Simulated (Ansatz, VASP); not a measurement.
## Two plane-wave programs on LiCl

```xyz
2
Lattice="0.0000 2.5560 2.5560 2.5560 0.0000 2.5560 2.5560 2.5560 0.0000" Properties=species:S:1:pos:R:3 pbc="T T T"
Li    0.0000    0.0000    0.0000
Cl    2.5560    2.5560    2.5560
```

Alike in both runs: task single point; functional r2SCAN; k mesh 8 × 8 × 8; no spin polarisation.

```csv
,VASP,Ansatz
version,VASP 6.6.1,Ansatz 0.2.0
potentials or method,"VASP PAW PBE potentials, release 64 (Li_sv, Cl)","plane waves, PAW"
plane-wave cutoff (eV),520,500
occupations,"gaussian, width 0.01 eV",fixed
valence electrons in the cell,10,10
```

|  | VASP | Ansatz | Ansatz less VASP |
| --- | --- | --- | --- |
| gap on the k mesh at the Fermi level (eV) | 7.36 | 7.29 | -0.069 |

VASP's potentials were made for PBE, not for r2SCAN.

Noted on VASP's run: the cutoff is short for stress, so the pressure is rough.
